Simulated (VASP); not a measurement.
Input of a VASP 6.6.1 run:

The input INCAR:

```
SYSTEM = C
PREC = Accurate
ENCUT = 520
EDIFF = 1E-6
ISMEAR = 0
SIGMA = 0.02
LREAL = .FALSE.
LASPH = .TRUE.
NELM = 80
ALGO = Normal
ISIF = 2
LWAVE = .FALSE.
LCHARG = .FALSE.
GGA = PE
KPAR = 2
```

KPOINTS

```
regular mesh
0
G
  12 12 4
  0 0 0
```

The input POSCAR:

```
C
1.0
    2.5221000000      0.0000000000      0.0000000000
   -1.2610500000      2.1842026709      0.0000000000
    0.0000000000      0.0000000000     12.3557000000
C
12
Direct
    0.6666666667      0.3333333333      0.3541700000
    0.3333333333      0.6666666667      0.8541700000
    0.6666666667      0.3333333333      0.1458300000
    0.3333333333      0.6666666667      0.6458300000
    0.6666666667      0.3333333333      0.4791700000
    0.3333333333      0.6666666667      0.9791700000
    0.6666666667      0.3333333333      0.0208300000
    0.3333333333      0.6666666667      0.5208300000
    0.0000000000      0.0000000000      0.8125000000
    0.0000000000      0.0000000000      0.3125000000
    0.0000000000      0.0000000000      0.6875000000
    0.0000000000      0.0000000000      0.1875000000
```

The input KPOINTS_OPT:

```
path GMKGALHA,LM,KH
10
line-mode
reciprocal
 0.0000000000  0.0000000000  0.0000000000  G
 0.5000000000  0.0000000000  0.0000000000  M

 0.5000000000  0.0000000000  0.0000000000  M
 0.3333333333  0.3333333333  0.0000000000  K

 0.3333333333  0.3333333333  0.0000000000  K
 0.0000000000  0.0000000000  0.0000000000  G

 0.0000000000  0.0000000000  0.0000000000  G
 0.0000000000  0.0000000000  0.5000000000  A

 0.0000000000  0.0000000000  0.5000000000  A
 0.5000000000  0.0000000000  0.5000000000  L

 0.5000000000  0.0000000000  0.5000000000  L
 0.3333333333  0.3333333333  0.5000000000  H

 0.3333333333  0.3333333333  0.5000000000  H
 0.0000000000  0.0000000000  0.5000000000  A

 0.5000000000  0.0000000000  0.5000000000  L
 0.5000000000  0.0000000000  0.0000000000  M

 0.3333333333  0.3333333333  0.0000000000  K
 0.3333333333  0.3333333333  0.5000000000  H
```

Potentials or basis: VASP PAW PBE potentials, release 64 (C).

The run is started by

```console
$ cat potpaw_PBE.64/C/POTCAR > POTCAR
$ mpirun -np 2 vasp_std > vasp.out
```

Task: Predict the band gap along the path.

Result: 4.36 eV (least direct gap 5.30 eV).

Task: Predict the band gap on the k mesh.

Result: 4.38 eV (least direct gap 5.30 eV).

Stress tensor (GPa, compression positive):
```
0.02 0.00 0.00
0.00 0.02 0.00
0.00 0.00 8.20
```

PBE gaps usually lie below the measured ones, often by a third to a half.
